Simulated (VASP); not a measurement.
Here is a VASP 6.6.1 calculation.

File INCAR:

```
  PREC = Accurate
  ENCUT = 500
  EDIFF = 1E-6
  ISMEAR = 0
  SIGMA = 0.01
  LREAL = F
  LASPH = T
  NELM = 120
  ALGO = Normal
  ISIF = 2
  LWAVE = F
  LCHARG = T
  GGA = PE
  LELF = T
  LVHAR = T
  NBANDS = 17
  GGA_COMPAT = F
```

File KPOINTS:

```
regular mesh
0
Gamma
  2 2 2
```

POSCAR

```
Na2S
1.0
    0.0000000000      3.2735000000      3.2735000000
    3.2735000000      0.0000000000      3.2735000000
    3.2735000000      3.2735000000      0.0000000000
Na S
2 1
Direct
    0.2500000000      0.2500000000      0.2500000000
    0.7500000000      0.7500000000      0.7500000000
    0.0000000000      0.0000000000      0.0000000000
```

Potentials or basis: VASP PAW PBE potentials, release 64 (Na_pv, S).

Command:

```bash
$ cat potpaw_PBE.64/Na_pv/POTCAR potpaw_PBE.64/S/POTCAR > POTCAR
$ mpirun -np 1 vasp_std > vasp.out
```

**Question.** Estimate the pressure.

**Answer.** 1.0 GPa.

**Question.** What does it give for the band gap on the k mesh?

**Answer.** 2.39 eV, direct.

Caveat: the k points lie up to 0.83 Å⁻¹ apart. As with any semilocal functional, this PBE gap is likely too small.
